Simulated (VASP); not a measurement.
# SiMo3 (Pm-3n) in VASP: relaxation of cell and atoms with PBEsol

Aim: the relaxation of cell and atoms of SiMo3 with PBEsol.

Everything below comes from runs of VASP 6.6.1. Logs are shortened: lines on timing, memory, paths and dates and some standing lists are left out, and cuts for length are marked.

## (1) The cell of the first run

It takes space group Pm-3n (No. 223, cubic). Conventional cell: a = 4.889 Å, b = 4.889 Å, c = 4.889 Å, α = 90.00°, β = 90.00°, γ = 90.00°. Si (site symmetry m-3) has 12 Mo at 2.73 Å within 3.6 Å. Within 3.2 Å of Mo (site symmetry -4m2) lie 10 Mo at 2.44 to 2.99 Å and 4 Si at 2.73 Å.

## (2) Relaxation of cell and atoms, PBEsol

INCAR reads:

```
ALGO = Fast
EDIFF = 1E-6
EDIFFG = -0.005
ENCUT = 600
GGA = PS
IBRION = 2
ISIF = 3
ISMEAR = 0
LASPH = True
LCHARG = False
LREAL = False
LWAVE = False
NELM = 80
NSW = 100
PREC = Accurate
SIGMA = 0.1
```

KPOINTS reads:

```
k-points
0
Gamma
  8 8 8
```

POSCAR reads:

```
SiMo3
1.0
    4.8890000000      0.0000000000      0.0000000000
    0.0000000000      4.8890000000      0.0000000000
    0.0000000000      0.0000000000      4.8890000000
Si Mo
2 6
Direct
    0.0000000000      0.0000000000      0.0000000000
    0.5000000000      0.5000000000      0.5000000000
    0.2500000000      0.0000000000      0.5000000000
    0.5000000000      0.7500000000      0.0000000000
    0.7500000000      0.0000000000      0.5000000000
    0.5000000000      0.2500000000      0.0000000000
    0.0000000000      0.5000000000      0.7500000000
    0.0000000000      0.5000000000      0.2500000000
```

Potentials or basis: VASP PAW PBE potentials, release 64 (Si, Mo_sv).

Started as:

```bash
> cat potpaw_PBE.64/Si/POTCAR potpaw_PBE.64/Mo_sv/POTCAR > POTCAR
> mpirun -np 1 vasp_std > vasp.out
```

OUTCAR:

```text
EDIFF = 1E-6
   EDIFFG = -0.005
   ENCUT = 600
   GGA = PS
   IBRION = 2
   ISIF = 3
   ISMEAR = 0
   LASPH = True
   LREAL = False
   NELM = 80
   NSW = 100
   PREC = Accurate

 ion  position               nearest neighbor table
   1  0.000  0.000  0.000-   3 2.73   4 2.73   5 2.73   6 2.73   7 2.73   8 2.73   3 2.73   5 2.73
                             7 2.73   8 2.73   4 2.73   6 2.73
   2  0.500  0.500  0.500-   3 2.73   4 2.73   5 2.73   6 2.73   7 2.73   8 2.73   4 2.73   6 2.73
                             3 2.73   5 2.73   7 2.73   8 2.73
   3  0.250  0.000  0.500-   5 2.44   5 2.44   1 2.73   1 2.73   2 2.73   2 2.73   8 2.99   4 2.99
                             4 2.99   6 2.99   6 2.99   7 2.99   8 2.99   7 2.99
   4  0.500  0.750  0.000-   6 2.44   6 2.44   1 2.73   2 2.73   2 2.73   1 2.73   8 2.99   5 2.99
                             3 2.99   5 2.99   3 2.99   7 2.99   7 2.99   8 2.99
   5  0.750  0.000  0.500-   3 2.44   3 2.44   1 2.73   1 2.73   2 2.73   2 2.73   8 2.99   4 2.99
                             4 2.99   6 2.99   6 2.99   7 2.99   8 2.99   7 2.99
   6  0.500  0.250  0.000-   4 2.44   4 2.44   1 2.73   2 2.73   2 2.73   1 2.73   8 2.99   3 2.99
                             3 2.99   5 2.99   5 2.99   7 2.99   7 2.99   8 2.99
   7  0.000  0.500  0.750-   8 2.44   8 2.44   1 2.73   2 2.73   1 2.73   2 2.73   3 2.99   4 2.99
                             5 2.99   3 2.99   5 2.99   6 2.99   4 2.99   6 2.99
   8  0.000  0.500  0.250-   7 2.44   7 2.44   1 2.73   2 2.73   1 2.73   2 2.73   3 2.99   4 2.99
                             5 2.99   3 2.99   5 2.99   6 2.99   4 2.99   6 2.99

  LATTYP: Found a simple cubic cell.
 ALAT       =     4.8890000000

  Lattice vectors:

 A1 = (   4.8890000000,   0.0000000000,   0.0000000000)
 A2 = (   0.0000000000,   4.8890000000,   0.0000000000)
 A3 = (   0.0000000000,   0.0000000000,   4.8890000000)

Analysis of symmetry for initial positions (statically):
=====================================================================
 Subroutine PRICEL returns:
 Original cell was already a primitive cell.

 Routine SETGRP: Setting up the symmetry group for a
 simple cubic supercell.

 Subroutine GETGRP returns: Found 48 space group operations
 (whereof 24 operations were pure point group operations)
 out of a pool of 48 trial point group operations.

The static configuration has the point symmetry T_h .
 The point group associated with its full space group is O_h .

Analysis of symmetry for dynamics (positions and initial velocities):
=====================================================================
 Subroutine PRICEL returns:
 Original cell was already a primitive cell.

[... 134 lines left out ...]
   EFERMI =   0.00;   METHOD = LEGACY
   ISMEAR =     0;   SIGMA  =   0.10  broadening in eV -4-tet -1-fermi 0-gaus
   EFERMI_NEDOS =   21; number of points for ismear=-14 and -15
   IALGO  =     68    algorithm
   IMIX   =      4    mixing-type and parameters
     AMIX     =   0.40;   BMIX     =  1.00
     AMIX_MAG =   1.60;   BMIX_MAG =  1.00
  volume/ion in A,a.u.               =      14.61        98.57
  Fermi-wavevector in a.u.,A,eV,Ry     =   1.511648  2.856601 31.090405  2.285080
  Thomas-Fermi vector in A             =   2.621677
   LORBIT       =      0    0 simple, 1 ext, 2 COOP (PROOUT), +10 PAW based schemes
   GGA     = PS    functional components
   LHFCALC =     F    Hartree Fock is set to
   AEXX    =    0.0000 exact exchange contribution
   IVDW    =     0    specifies the selected vdW correction
   LEPSILON=     F    determine dielectric tensor
   LRPA    =     F    only Hartree local field effects (RPA)
 conjugate gradient relaxation of ions
 non-spin polarized calculation
 RMM-DIIS sequential band-by-band and
 Gauss-broadening in eV      SIGMA  =   0.10
  energy-cutoff  :      600.00
  volume of cell :      116.86
 maximum number of plane-waves:      3948
 NGX is ok and might be reduce to    40
   NGX = 19   NGY = 19   NGZ = 19

--------------------------------------- Ionic step        1  -------------------------------------------

 number of electron      91.9999979 magnetization

 Free energy of the ion-electron system (eV)
  ---------------------------------------------------
  ext. energy  EPLUGINS =         0.00000000
  ---------------------------------------------------
  free energy    TOTEN  =       -85.09148339 eV

  energy without entropy =      -85.06976150  energy(sigma->0) =      -85.08062245

------------------------ aborting loop because EDIFF is reached ----------------------------------------

  FORCE on cell =-STRESS in cart. coord.  units (eV):
  Direction    XX          YY          ZZ          XY          YZ          ZX
  --------------------------------------------------------------------------------------
  -------------------------------------------------------------------------------------
  Total       -2.8065987     -2.8065987     -2.8065987      0.0000000      0.0000000      0.0000000
  in kB      -38.4796216    -38.4796216    -38.4796216      0.0000000      0.0000000      0.0000000
  external PRESSURE =     -38.4796216 kB  Pullay stress =       0.0000000 kB
[... 113 lines left out ...]
--------------------------------------- Ionic step        4  -------------------------------------------

 number of electron      91.9999981 magnetization

 Free energy of the ion-electron system (eV)
  ---------------------------------------------------
  ext. energy  EPLUGINS =         0.00000000
  ---------------------------------------------------
  free energy    TOTEN  =       -85.11258418 eV

  energy without entropy =      -85.09141536  energy(sigma->0) =      -85.10199977

 E-fermi :  12.8924     XC(G=0): -13.3129

 val. band max:       12.8868659818   @ k =   0.3750   0.3750   0.0000
 cond. band min:      12.9116718571   @ k =   0.2500   0.1250   0.1250
 fundamental gap:      0.0248058752
 Fermi energy:        12.8923526858

 k-point     1 :       0.0000    0.0000    0.0000
  band No.  band energies     occupation
      1     -48.3029      2.00000
      2     -48.1785      2.00000
      3     -48.1785      2.00000
      4     -47.8288      2.00000
      5     -47.8288      2.00000
      6     -47.8288      2.00000
[... 1381 lines left out ...]
     54      15.0679      0.00000
     55      15.1107      0.00000

 [... further k-points ...]

------------------------ aborting loop because EDIFF is reached ----------------------------------------

  FORCE on cell =-STRESS in cart. coord.  units (eV):
  Direction    XX          YY          ZZ          XY          YZ          ZX
  --------------------------------------------------------------------------------------
  -------------------------------------------------------------------------------------
  Total        0.0058347      0.0058347      0.0058347      0.0000000      0.0000000      0.0000000
  in kB        0.0812018      0.0812018      0.0812018      0.0000000      0.0000000      0.0000000
  external PRESSURE =       0.0812018 kB  Pullay stress =       0.0000000 kB
[... 23 lines left out ...]
  FREE ENERGIE OF THE ION-ELECTRON SYSTEM (eV)
  ---------------------------------------------------
  free  energy   TOTEN  =       -85.1125841772 eV

  energy  without entropy=      -85.0914153601  energy(sigma->0) =      -85.10199977

 reached required accuracy - stopping structural energy minimisation
```

OSZICAR:

```text
N       E                     dE             d eps       ncg     rms          rms(c)
DAV:   1     0.119677828950E+04    0.11968E+04   -0.60493E+04  3858   0.192E+03
DAV:   2    -0.333283132355E+02   -0.12301E+04   -0.12018E+04  4096   0.560E+02
DAV:   3    -0.884116453818E+02   -0.55083E+02   -0.53390E+02  5009   0.105E+02
[... 48 lines left out ...]
       N       E                     dE             d eps       ncg     rms          rms(c)
DAV:   1    -0.851126857651E+02   -0.10446E-03   -0.26788E-03  4486   0.350E-01    0.123E-01
RMM:   2    -0.851125812982E+02    0.10447E-03   -0.31907E-04  3854   0.908E-02    0.189E-02
RMM:   3    -0.851125813091E+02   -0.10958E-07   -0.92797E-05  3869   0.375E-02    0.221E-02
RMM:   4    -0.851125838759E+02   -0.25668E-05   -0.14757E-05  3218   0.160E-02    0.616E-03
RMM:   5    -0.851125841772E+02   -0.30133E-06   -0.35996E-06  2558   0.980E-03
   4 F= -.85112584E+02 E0= -.85102000E+02  d E =-.211008E-01
```

Run time: 5.7 min. Hardware: 1 thread of Intel Xeon 6975P-C (Granite Rapids), shared host; peak memory 0.38 GiB.

What came out:

```
Free energy                           : -85.1126 eV
Relaxed volume                        : 14.39 Å³/atom
Relaxed cell                          : a = 4.865 Å, b = 4.865 Å, c = 4.865 Å, α = 90.00°, β = 90.00°, γ = 90.00°
Space group after relaxing (to 0.1 Å) : Pm-3n (No. 223)
Energy gained by relaxing             : 2.6 meV/atom
Ionic steps                           : 4
Pressure after relaxing               : 0.0 GPa
Band gap on the k mesh                : zero (bands 46 and 47 overlap by 2.48 eV)
```

Step by step:
```
step  energy change (eV)  largest force (eV/Å)  pressure (GPa)  volume (Å³)
   1              0.0000                0.0000           -3.85       116.86
   2              0.1101                0.0000           10.58       111.02
   3             -0.0211                0.0000           -0.07       115.16
   4             -0.0211                0.0000            0.01       115.12
```

Final structure:
```
Si Mo
1.0
     4.86469    0.00000    0.00000
     0.00000    4.86469    0.00000
     0.00000    0.00000    4.86469
Si Mo
2 6
Direct
  0.00000 0.00000 0.00000
  0.50000 0.50000 0.50000
  0.25000 0.00000 0.50000
  0.50000 0.75000 0.00000
  0.75000 0.00000 0.50000
  0.50000 0.25000 0.00000
  0.00000 0.50000 0.75000
  0.00000 0.50000 0.25000
```

Levels at points of the mesh, in eV from the Fermi level:
| k point | band 43 | band 44 | band 45 | band 46 | band 47 | band 48 | band 49 | band 50 |
| --- | --- | --- | --- | --- | --- | --- | --- | --- |
| (0.00, 0.00, 0.00) | -1.61 | -1.61 | 1.27 | 1.27 | 1.27 | 2.11 | 2.42 | 2.42 |
| (0.50, 0.00, 0.00) | -1.74 | -1.74 | 0.26 | 0.26 | 0.93 | 0.93 | 1.53 | 1.53 |
| (0.50, 0.50, 0.00) | -1.16 | -0.89 | -0.89 | -0.78 | -0.73 | -0.53 | -0.10 | 0.25 |
| (0.50, 0.50, 0.50) | -1.21 | -1.21 | -1.21 | -1.21 | -1.21 | -1.21 | 1.29 | 1.29 |

Caveat: the PAW data sets were made with another functional, which shifts forces and pressure a little.

The gap in the log of VASP goes by the Fermi energy; the results here count the filled bands.